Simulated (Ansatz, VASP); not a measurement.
**CaOs3 in VASP and in Ansatz**

```
Ca Os
1.0
     4.02361    0.00000    0.00000
     0.00000    4.02361    0.00000
     0.00000    0.00000    4.02361
Ca Os
1 3
Direct
  0.00000 0.00000 0.00000
  0.00000 0.50000 0.50000
  0.50000 0.00000 0.50000
  0.50000 0.50000 0.00000
```

Alike in both runs: functional PBE; k mesh 12 × 12 × 12; occupations gaussian, width 0.1 eV; no spin polarisation.

Ansatz relaxed the structure, and its values are those at the end. VASP's run is a single point on that final structure, the one shown.

|  | VASP | Ansatz |
| --- | --- | --- |
| version | VASP 6.6.1 | Ansatz 0.2.0 |
| potentials or method | VASP PAW PBE potentials, release 64 (Ca_sv, Os), cutoff 520 eV | scalar-relativistic, plane waves, PAW |
| valence electrons in the cell | 34 | 58 |

```tsv
	VASP	Ansatz	Ansatz less VASP
gap on the k mesh at the Fermi level (eV)	none	none	-
pressure (GPa)	0.2	0.0	-0.19
```

A gap of «none» marks a metal or a gap that the smearing closes. With one functional, cell and mesh, what is left measures potentials, basis and numerics. VASP's potentials hold 34 valence electrons a cell and Ansatz's 58, so a difference there can come from the potentials and not from the codes.

Spin-orbit coupling is off throughout.
